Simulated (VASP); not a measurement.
Runs of VASP 6.6.1 on CaBr. The structure is that of space group P-6m2 (No. 187), or close to it. The cells are those of the table. 

| cell | gap on the mesh (eV) | pressure (GPa) |
| --- | --- | --- |
| a = 4.019, b = 4.019, c = 4.454 Å, angles 90.0, 90.0, 120.0°, 2 atoms | none | (a) |
| a = 3.917, b = 3.917, c = 4.341 Å, angles 90.0, 90.0, 120.0°, 2 atoms | none | 0.4 |
| a = 3.969, b = 3.969, c = 4.398 Å, angles 90.0, 90.0, 120.0°, 2 atoms | none | -0.4 |
| a = 4.068, b = 4.068, c = 4.508 Å, angles 90.0, 90.0, 120.0°, 2 atoms | none | -1.6 |
| a = 3.810, b = 3.810, c = 4.222 Å, angles 90.0, 90.0, 120.0°, 2 atoms | none | 2.6 |
| a = 3.864, b = 3.864, c = 4.282 Å, angles 90.0, 90.0, 120.0°, 2 atoms | none | (b) |
| a = 3.754, b = 3.754, c = 4.160 Å, angles 90.0, 90.0, 120.0°, 2 atoms | none | 4.2 |

Alike in all rows: task single point; level PBE; potentials or basis VASP PAW PBE potentials, release 64 (Ca_sv, Br); no spin polarisation; k mesh 9 × 9 × 7; cutoff (eV) 520; smearing fermi-dirac 0.05 eV.

Question: Estimate the missing entries.

Answer: (a) -1.1; (b) 1.4.

Caveats: an odd number of electrons without spin polarisation forces a metal; a magnetic or distorted state may lie lower; the cell stands under pressure (at least some runs).

A k mesh can miss the band edges, and the runs leave out spin-orbit coupling on Br.

A gap of «none» marks levels without a gap at the run's occupations.
